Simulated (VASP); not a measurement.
Here is a VASP 6.6.1 calculation.

INCAR

```
PREC     = Accurate       # precision mode
ENCUT    = 520            # plane-wave cutoff, eV
EDIFF    = 1E-6           # SCF threshold, eV
ISMEAR   = 0              # smearing method
SIGMA    = 0.01           # smearing width, eV
LREAL    = F              # projectors in reciprocal space
LASPH    = T              # aspherical terms in the spheres
NELM     = 80             # most SCF steps
ALGO     = Normal         # electronic algorithm
ISIF     = 2              # what is computed and relaxed
LWAVE    = F              # write WAVECAR
LCHARG   = F              # write CHGCAR
GGA      = PE             # functional
NBANDS   = 41             # bands
```

File KPOINTS:

```
Automatic mesh
0
Gamma
  4 4 4
```

Contents of POSCAR:

```
MgCd3Te4
1.0
    6.6564090834      0.0000000000      0.0000000000
    0.0000000000      6.6564090834      0.0000000000
    0.0000000000      0.0000000000      6.6564090834
Mg Te Cd
1 4 3
Direct
    0.0000000000      0.0000000000      0.0000000000
    0.2472029275      0.2472029275      0.2472029275
    0.7527970725      0.7527970725      0.2472029275
    0.7527970725      0.2472029275      0.7527970725
    0.2472029275      0.7527970725      0.7527970725
    0.5000000000      0.5000000000      0.0000000000
    0.5000000000      0.0000000000      0.5000000000
    0.0000000000      0.5000000000      0.5000000000
```

Potentials or basis: VASP PAW PBE potentials, release 64 (Mg, Te, Cd).

Command:

```sh
$ cat potpaw_PBE.64/Mg/POTCAR potpaw_PBE.64/Te/POTCAR potpaw_PBE.64/Cd/POTCAR > POTCAR
$ mpirun -np 1 vasp_std > vasp.out
```

Q: What does it give for the band gap on the k mesh?

A: 0.90 eV.

Q: Predict the pressure.

A: -0.9 GPa.

Caveat: spin-orbit coupling is left out, which moves the levels of the heavy elements.
